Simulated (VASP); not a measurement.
# Al3Cl in VASP: relaxation of the atoms with PBE

Aim: the relaxation of the atoms of Al3Cl with PBE.

Everything below comes from runs of VASP 6.6.1. Logs are shortened: lines on timing, memory, paths and dates and some standing lists are left out, and cuts for length are marked.

## (1) The cell of the first run

The cell holds a slab with vacuum, 4 atoms: a = 2.857 Å, b = 2.857 Å, c = 19.675 Å, α = 90.00°, β = 90.00°, γ = 90.00°.

## (2) Relaxation of the atoms, PBE

File INCAR:

```
ALGO = Normal
DIPOL = 0.5 0.5 0.362
EDIFF = 1E-7
EDIFFG = -0.025
ENCUT = 450
GGA = PE
GGA_COMPAT = F
IBRION = 2
IDIPOL = 3
ISIF = 2
ISMEAR = 0
LASPH = T
LCHARG = F
LDIPOL = T
LREAL = F
LWAVE = F
NELM = 120
NELMDL = -8
NELMIN = 4
NSW = 36
PREC = Accurate
SIGMA = 0.1
```

File KPOINTS:

```
k-points
0
Gamma
  9 9 1
```

File POSCAR:

```
Al3Cl
1.0
    2.8567582918      0.0000000000      0.0000000000
    0.0000000000      2.8567582918      0.0000000000
    0.0000000000      0.0000000000     19.6746954375
Al Cl
3 1
Selective dynamics
Direct
    0.5000000000      0.5000000000      0.2033068320  F F F
    0.0000000000      0.0000000000      0.3092728611  F F F
    0.5000000000      0.5000000000      0.4154928580  F F F
    0.5000000000      0.6666666667      0.5197989115  F F T
```

Potentials or basis: VASP PAW PBE potentials, release 64 (Al, Cl).

Command:

```
cat potpaw_PBE.64/Al/POTCAR potpaw_PBE.64/Cl/POTCAR > POTCAR
mpirun -np 1 vasp_std > vasp.out
```

OUTCAR:

```text
EDIFF = 1E-7
   EDIFFG = -0.025
   ENCUT = 450
   GGA = PE
   IBRION = 2
   ISIF = 2
   ISMEAR = 0
   LASPH = T
   LREAL = F
   NELM = 120
   NELMDL = -8
   NELMIN = 4
   NSW = 36
   PREC = Accurate

 ion  position               nearest neighbor table
   1  0.500  0.500  0.203-   2 2.90   2 2.90   2 2.90   2 2.90
   2  0.000  0.000  0.309-   1 2.90   1 2.90   1 2.90   1 2.90   3 2.91   3 2.91   3 2.91   3 2.91

   3  0.500  0.500  0.415-   4 2.11   2 2.91   2 2.91   2 2.91   2 2.91
   4  0.500  0.667  0.520-   3 2.11

  LATTYP: Found a simple tetragonal cell.
 ALAT       =     2.8567582918
 C/A-ratio  =     6.8870703881

  Lattice vectors:

 A1 = (   2.8567582918,   0.0000000000,   0.0000000000)
 A2 = (   0.0000000000,   2.8567582918,   0.0000000000)
 A3 = (   0.0000000000,   0.0000000000,  19.6746954375)

Analysis of symmetry for initial positions (statically):
=====================================================================
 Subroutine PRICEL returns:
 Original cell was already a primitive cell.

 Routine SETGRP: Setting up the symmetry group for a
 simple tetragonal supercell.

 Subroutine GETGRP returns: Found  2 space group operations
 (whereof  2 operations were pure point group operations)
 out of a pool of 16 trial point group operations.

The static configuration has the point symmetry C_1h.

Analysis of symmetry for dynamics (positions and initial velocities):
=====================================================================
 Subroutine PRICEL returns:
 Original cell was already a primitive cell.

 Routine SETGRP: Setting up the symmetry group for a
 simple tetragonal supercell.

 Subroutine GETGRP returns: Found  2 space group operations
 (whereof  2 operations were pure point group operations)
 out of a pool of 16 trial point group operations.

The dynamic configuration has the point symmetry C_1h.

Analysis of constrained symmetry for selective dynamics:
=====================================================================
 Subroutine PRICEL returns:
 Original cell was already a primitive cell.

 Routine SETGRP: Setting up the symmetry group for a
 simple tetragonal supercell.

 Subroutine GETGRP returns: Found  2 space group operations
 (whereof  2 operations were pure point group operations)
 out of a pool of 16 trial point group operations.

The constrained configuration has the point symmetry C_1h.

 Subroutine INISYM returns: Found  2 space group operations
 (whereof  2 operations are pure point group operations),
 and found     1 'primitive' translations

----------------------------------------------------------------------------------------

                                     Primitive cell

  volume of cell :     160.5665

  direct lattice vectors                    reciprocal lattice vectors
     2.856758292  0.000000000  0.000000000     0.350047116  0.000000000  0.000000000
     0.000000000  2.856758292  0.000000000     0.000000000  0.350047116  0.000000000
     0.000000000  0.000000000 19.674695437     0.000000000  0.000000000  0.050826708

  length of vectors
     2.856758292  2.856758292 19.674695437     0.350047116  0.350047116  0.050826708

  position of ions in fractional coordinates (direct lattice)
     0.500000000  0.500000000  0.203306832
     0.000000000  0.000000000  0.309272861
     0.500000000  0.500000000  0.415492858
     0.500000000  0.666666667  0.519798911

  ion indices of the primitive-cell ions
   primitive index   ion index
                 1           1
                 2           2
                 3           3
                 4           4

----------------------------------------------------------------------------------------

 KPOINTS: k-points

Automatic generation of k-mesh.
 Grid dimensions read from file:
 generate k-points for:    9    9    1

 Generating k-lattice:

  Cartesian coordinates                     Fractional coordinates (reciprocal lattice)
     0.038894124  0.000000000  0.000000000     0.111111111  0.000000000  0.000000000
     0.000000000  0.038894124  0.000000000     0.000000000  0.111111111  0.000000000
     0.000000000  0.000000000  0.050826708     0.000000000  0.000000000  1.000000000

  Length of vectors
     0.038894124  0.038894124  0.050826708

  Shift w.r.t. Gamma in fractional coordinates (k-lattice)
     0.000000000  0.000000000  0.000000000

 Subroutine IBZKPT returns following result:
 ===========================================

 Found     25 irreducible k-points:

 Following reciprocal coordinates:
            Coordinates               Weight
  0.000000  0.000000  0.000000      1.000000
  0.111111  0.000000  0.000000      2.000000
  0.000000  0.111111  0.000000      2.000000
  0.222222  0.000000  0.000000      2.000000
  0.000000  0.222222  0.000000      2.000000
  0.333333  0.000000  0.000000      2.000000
[... 16 lines left out ...]
  0.444444  0.333333  0.000000      4.000000
 -0.333333  0.444444  0.000000      4.000000
   k-points           NKPTS =     25   k-points in BZ     NKDIM =     25   number of bands    NBANDS=     12
   number of dos      NEDOS =    301   number of ions     NIONS =      4
   total plane-waves  NPLWV =  56000
   dimension x,y,z NGX =    20 NGY =   20 NGZ =  140
   dimension x,y,z NGXF=    40 NGYF=   40 NGZF=  280
   ions per type =               3   1
   NGX,Y,Z   is equivalent  to a cutoff of  11.64, 11.64, 11.83 a.u.
   NGXF,Y,Z  is equivalent  to a cutoff of  23.28, 23.28, 23.66 a.u.
 SYSTEM =  unknown system
   PREC   = accura    normal or accurate (medium, high low for compatibility)
   ISTART =      0    job   : 0-new  1-cont  2-samecut
   ICHARG =      2    charge: 1-file 2-atom 10-const
   ISPIN  =      1    spin polarized calculation?
   LNONCOLLINEAR =      F non collinear calculations
   LSORBIT =      F    spin-orbit coupling
   LASPH  =      T    aspherical Exc in radial PAW
   ENCUT  =  450.0 eV  33.07 Ry    5.75 a.u.   4.94  4.94 34.03*2*pi/ulx,y,z
   NELM   =    120;   NELMIN=  4; NELMDL= -8     # of ELM steps
   EDIFF  = 0.1E-06   stopping-criterion for ELM
   LREAL  =      F    real-space projection
   EDIFFG = -.3E-01   stopping-criterion for IOM
   NSW    =     36    number of steps for IOM
   IBRION =      2    ionic relax: 0-MD 1-quasi-New 2-CG
   NFREE  =      1    steps in history (QN), initial steepest desc. (CG)
   ISIF   =      2    stress and relaxation
   ISYM   =      2    0-nonsym 1-usesym 2-fastsym
   POTIM  = 0.5000    time-step for ionic-motion
   TEBEG  =    0.0;   TEEND  =   0.0 temperature during run
   PSTRESS=    0.0 pullay stress
   NELECT =      16.0000    total number of electrons
   NUPDOWN=      -1.0000    fix difference up-down
   EMIN   =  10.00;   EMAX   =-10.00  energy-range for DOS
   EFERMI =   0.00;   METHOD = LEGACY
   ISMEAR =     0;   SIGMA  =   0.10  broadening in eV -4-tet -1-fermi 0-gaus
   EFERMI_NEDOS =   21; number of points for ismear=-14 and -15
   IALGO  =     38    algorithm
   IMIX   =      4    mixing-type and parameters
     AMIX     =   0.40;   BMIX     =  1.00
     AMIX_MAG =   1.60;   BMIX_MAG =  1.00
  volume/ion in A,a.u.               =      40.14       270.89
  Fermi-wavevector in a.u.,A,eV,Ry     =   0.758979  1.434263  7.837626  0.576049
  Thomas-Fermi vector in A             =   1.857671
   LORBIT       =      0    0 simple, 1 ext, 2 COOP (PROOUT), +10 PAW based schemes
   GGA     = PE    functional components
   LHFCALC =     F    Hartree Fock is set to
   AEXX    =    0.0000 exact exchange contribution
   IVDW    =     0    specifies the selected vdW correction
   LEPSILON=     F    determine dielectric tensor
   LRPA    =     F    only Hartree local field effects (RPA)
 conjugate gradient relaxation of ions
 non-spin polarized calculation
 Gauss-broadening in eV      SIGMA  =   0.10
  energy-cutoff  :      450.00
  volume of cell :      160.57
 maximum number of plane-waves:      3502
   NGX =  9   NGY =  9   NGZ = 69

 dipolmoment           0.000000      0.000000     -0.009069 electrons x Angstroem

--------------------------------------- Ionic step        1  -------------------------------------------

 number of electron      16.0000000 magnetization

 Free energy of the ion-electron system (eV)
  ---------------------------------------------------
  ext. energy  EPLUGINS =         0.00000000
  ---------------------------------------------------
  free energy    TOTEN  =       -12.98160589 eV

  energy without entropy =      -12.96734633  energy(sigma->0) =      -12.97447611

------------------------ aborting loop because EDIFF is reached ----------------------------------------

  FORCE on cell =-STRESS in cart. coord.  units (eV):
  Direction    XX          YY          ZZ          XY          YZ          ZX
  --------------------------------------------------------------------------------------
  -------------------------------------------------------------------------------------
  Total        3.1091627      3.4314869     -0.9202233      0.0000000      0.4103756      0.0000000
  in kB       31.0240882     34.2403280     -9.1822434      0.0000000      4.0948412      0.0000000
  external PRESSURE =      18.6940576 kB  Pullay stress =       0.0000000 kB
[... 61 lines left out ...]
  energy  without entropy=      -12.9675491081  energy(sigma->0) =      -12.97462747

--------------------------------------- Ionic step        3  -------------------------------------------

 number of electron      16.0000000 magnetization

 dipolmoment           0.000000      0.000000      0.070800 electrons x Angstroem

 Free energy of the ion-electron system (eV)
  ---------------------------------------------------
  ext. energy  EPLUGINS =         0.00000000
  ---------------------------------------------------
  free energy    TOTEN  =       -12.98173931 eV

  energy without entropy =      -12.96767711  energy(sigma->0) =      -12.97470821

 E-fermi :   0.3453     XC(G=0):  -5.0774

 val. band max:        0.3312817610   @ k =   0.0000   0.4444   0.0000
 cond. band min:       0.3615509387   @ k =   0.4444   0.4444   0.0000
 fundamental gap:      0.0302691776
 Fermi energy:         0.3452819999

 k-point     1 :       0.0000    0.0000    0.0000
  band No.  band energies     occupation
      1     -16.0706      2.00000
      2     -10.0656      2.00000
      3      -8.0019      2.00000
      4      -5.6681      2.00000
      5      -3.2484      2.00000
      6      -0.3386      2.00000
      7      -0.2952      2.00000
      8       0.3012      1.46708
      9       3.5046      0.00000
     10       5.0180      0.00000
     11       5.4655      0.00000
     12       6.2314      0.00000
[... 331 lines left out ...]
 k-point    24 :      -0.3333    0.4444    0.0000
  band No.  band energies     occupation
      1     -14.2048      2.00000
      2      -4.9796      2.00000
      3      -4.5046      2.00000
      4      -3.8089      2.00000
      5      -3.2864      2.00000
      6      -2.6227      2.00000
      7      -1.9791      2.00000
      8      -0.4152      2.00000
      9       1.1503      0.00000
     10       1.4703      0.00000
     11       2.7667      0.00000
     12       3.1611      0.00000

 [... further k-points ...]

------------------------ aborting loop because EDIFF is reached ----------------------------------------

 vacuum level on the upper side and lower side of the slab       (xc-potential included)         0.752        -0.774

  FORCE on cell =-STRESS in cart. coord.  units (eV):
  Direction    XX          YY          ZZ          XY          YZ          ZX
  --------------------------------------------------------------------------------------
  -------------------------------------------------------------------------------------
  Total        3.1406915      3.4594088     -0.8249983      0.0000000      0.4340268      0.0000000
  in kB       31.3386912     34.5189407     -8.2320617      0.0000000      4.3308396      0.0000000
  external PRESSURE =      19.2085234 kB  Pullay stress =       0.0000000 kB

 VOLUME and BASIS-vectors are now :
 -----------------------------------------------------------------------------
  energy-cutoff  :      450.00
  volume of cell :      160.57
      direct lattice vectors                 reciprocal lattice vectors
     2.856758292  0.000000000  0.000000000     0.350047116  0.000000000  0.000000000
     0.000000000  2.856758292  0.000000000     0.000000000  0.350047116  0.000000000
     0.000000000  0.000000000 19.674695437     0.000000000  0.000000000  0.050826708
[... 10 lines left out ...]
  FREE ENERGIE OF THE ION-ELECTRON SYSTEM (eV)
  ---------------------------------------------------
  free  energy   TOTEN  =       -12.9817393150 eV

  energy  without entropy=      -12.9676771114  energy(sigma->0) =      -12.97470821

 reached required accuracy - stopping structural energy minimisation

 vacuum level on the upper side and lower side of the slab         5.838         4.267
```

It took 2 min on 1 thread of Intel Xeon Platinum 8175M at 2.50GHz (Skylake/Cascade Lake), shared host; peak memory 0.24 GiB.

What came out:

```
Free energy               : -12.9817 eV
Energy gained by relaxing : 0.0 meV/atom
Ionic steps               : 3
Band gap on the k mesh    : zero (bands 8 and 9 overlap by 0.85 eV)
```

Step by step:
| step | energy change (eV) | largest force on free atoms (eV/Å) | pressure (GPa) |
| --- | --- | --- | --- |
| 1 | 0.0000 | 0.0521 | 1.87 |
| 2 | -0.0001 | 0.0264 | 1.90 |
| 3 | -0.0001 | 0.0037 | 1.92 |

Final structure:
```
CELL_PARAMETERS angstrom
2.85676 0.00000 0.00000
0.00000 2.85676 0.00000
0.00000 0.00000 19.67470
ATOMIC_POSITIONS crystal
Al 0.50000 0.50000 0.20331
Al 0.00000 0.00000 0.30927
Al 0.50000 0.50000 0.41549
Cl 0.50000 0.66667 0.51956
```

The gap in the log of VASP goes by the Fermi energy; the results here count the filled bands.